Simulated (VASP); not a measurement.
Runs of VASP 6.6.1 on Ge. The structure is that of space group Fd-3m (No. 227), or close to it. The cells are those of the table. 

| task | cell | cutoff (eV) | gap on the mesh (eV) | pressure (GPa) |
| --- | --- | --- | --- | --- |
| relaxation of cell and atoms | relaxed to 10 GPa from a = 4.001 Å, angles 60.0°, 2 atoms | 600 | 0.42 | 10.0 |
| single point | a = 3.725 Å, angles 60.0°, 2 atoms | 520 | 0.33 | 29.8 |
| single point | a = 3.663 Å, angles 60.0°, 2 atoms | 520 | 0.23 | 39.8 |
| relaxation of cell and atoms | relaxed to 20 GPa from a = 4.001 Å, angles 60.0°, 2 atoms | 600 | (b) | 20.2 |
| single point | a = 4.077 Å, angles 60.0°, 2 atoms | 520 | none | -0.1 |
| relaxation of cell and atoms | relaxed from a = 4.001 Å, angles 60.0°, 2 atoms | 600 | none | 0.0 |
| single point | a = 3.906 Å, angles 60.0°, 2 atoms | 520 | (a) | 9.9 |
| relaxation of cell and atoms | relaxed to 30 GPa from a = 4.001 Å, angles 60.0°, 2 atoms | 600 | 0.33 | 29.8 |

Alike in all rows: level PBE; potentials or basis VASP PAW PBE potentials, release 64 (Ge_d); no spin polarisation; k mesh 6 × 6 × 6; smearing fermi-dirac 0.02 eV.

**Question.** Estimate the missing entries.

**Answer.** (a) 0.41; (b) 0.44.

Caveats: the cell is relaxed towards a set pressure, so the enthalpy falls and the energy may rise (some runs).

A k mesh can miss the band edges, and the runs leave out spin-orbit coupling on Ge.

A gap of «none» marks levels without a gap at the run's occupations.
